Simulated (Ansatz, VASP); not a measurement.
# MnS: VASP beside Ansatz

File INCAR:

```
  PREC = Accurate
  ENCUT = 520
  EDIFF = 1E-7
  ISMEAR = -1
  SIGMA = 0.05
  LREAL = False
  LASPH = True
  NELM = 150
  ALGO = Normal
  ISIF = 2
  LWAVE = False
  LCHARG = True
  ISPIN = 2
  MAGMOM = 8 8 0 0
  LORBIT = 11
  NUPDOWN = 16.0
  LMAXMIX = 4
  GGA = PE
  LELF = True
  LVHAR = True
  NBANDS = 31
```

The input KPOINTS:

```
Automatic mesh
0
Gamma
  7 7 4
```

Contents of POSCAR:

```
MnS
1.0
    3.9535769233      0.0000000000      0.0000000000
   -1.9767884617      3.4238980514      0.0000000000
    0.0000000000      0.0000000000      6.3425288600
Mn S
2 2
Direct
    0.6666666667      0.3333333333      0.4988446700
    0.3333333333      0.6666666667      0.9988446700
    0.3333333333      0.6666666667      0.6261543000
    0.6666666667      0.3333333333      0.1261543000
```

input.yaml

```yaml
crystal:
  lattice:
    - [3.9535769233, 0.0, 0.0]
    - [-1.9767884617, 3.4238980514, 0.0]
    - [0.0, 0.0, 6.34252886]
  atoms:
    - { symbol: Mn, position: [0.6666666667, 0.3333333333, 0.49884467], spin: 8.0 }
    - { symbol: Mn, position: [0.3333333333, 0.6666666667, 0.99884467], spin: 8.0 }
    - { symbol: S, position: [0.3333333333, 0.6666666667, 0.6261543] }
    - { symbol: S, position: [0.6666666667, 0.3333333333, 0.1261543] }
hamiltonian:
  xc: pbe
  pseudopotentials: { kind: paw }
magnetization:
  spin_polarized: true
  initial_magnetization: 16.0
  spin_locking: { lock_magnetization: hard }
kpoints:
  mp_grid: { grid: [7, 7, 4] }
scf:
  occupations: { method: fermi_dirac, width: 0.05 }
  lower_state_search: "off"
output:
  forces: true
  stress: true
  eigenvalues: true
```

Alike in both runs: task single point; functional PBE; k mesh 7 × 7 × 4; occupations fermi-dirac, width 0.05 eV; collinear spin; fixed moment 16 μB.

|  | VASP | Ansatz |
| --- | --- | --- |
| version | VASP 6.6.1 | Ansatz 0.2.0 |
| potentials or method | VASP PAW PBE potentials, release 64 (Mn_pv, S) | Ansatz PAW |
| plane-wave cutoff (eV) | 520 | 420 |
| valence electrons in the cell | 38 | 42 |

Ansatz gave:

```
rms of the force components (eV/Å)                            : 0.086
net moment per atom (μB)                                      : 4.00
size of the moment on the site where the two differ most (μB) : 4.57
```

Task: What did VASP give for the same quantities?

Result: rms of the force components (eV/Å): 0.084; net moment per atom (μB): 4.00; size of the moment on the site where the two differ most (μB): 4.92.

Site moments also hang on the region over which each program counts them. Atom by atom the forces differ by 0.003 eV/Å (rms over components). VASP's potentials hold 38 valence electrons a cell and Ansatz's 42, so a difference there can come from the potentials and not from the codes.
